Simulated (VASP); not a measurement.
Wanted: the native input for a VASP 6.6.1 run.

```
Task                   : single point
Functional             : PBEsol
Potentials or basis    : VASP PAW PBE potentials, release 64 (Sn_d, Te)
Cutoff                 : 520 eV
k mesh                 : 11 × 11 × 11
Occupations            : fermi-dirac, width 0.08 eV
Spin                   : no spin polarisation
Dipole correction      : no
Further INCAR settings : ALGO = Normal; EDIFF = 1e-06; NBANDS = 17
```

The structure of SnTe lies in POSCAR:

```
SnTe
1.0
    0.0000000000      3.1880650000      3.1565000000
    3.1880650000      0.0000000000      3.1565000000
    3.1880650000      3.1880650000      0.0000000000
Sn Te
1 1
Direct
    0.0000000000      0.0000000000      0.0000000000
    0.5000000000      0.5000000000      0.5000000000
```

This cell differs from its parent crystal: equal xx and yy strain of +1 %.

One way to write it, as run:

INCAR

```
PREC = Accurate ; ENCUT = 520
EDIFF = 1E-6 ; ISMEAR = -1
SIGMA = 0.08 ; LREAL = False
LASPH = True ; NELM = 60
ALGO = Normal ; ISIF = 2
LWAVE = False ; LCHARG = False
GGA = PS ; NBANDS = 17
```

KPOINTS

```
regular mesh
0
Gamma
  11 11 11
```

Potentials or basis: VASP PAW PBE potentials, release 64 (Sn_d, Te).

The run is started by

```bash
$ cat potpaw_PBE.64/Sn_d/POTCAR potpaw_PBE.64/Te/POTCAR > POTCAR
$ mpirun -np 1 vasp_std > vasp.out
```

It gave:

The pressure is -1.4 GPa. The band gap on the k mesh is 0.41 eV.

Caveat: the cell differs from its parent crystal (equal xx and yy strain of +1 %); the PAW data sets were made with another functional, which shifts forces and pressure a little; spin-orbit coupling is left out, which moves the levels of the heavy elements; an odd mesh through Γ misses points on the zone boundary, where band edges can lie.

It took 89 s on 1 thread of Intel(R) Xeon(R) Platinum 8259CL CPU @ 2.50GHz (Skylake/Cascade Lake), with other jobs on the host, peak memory 0.3 GiB.
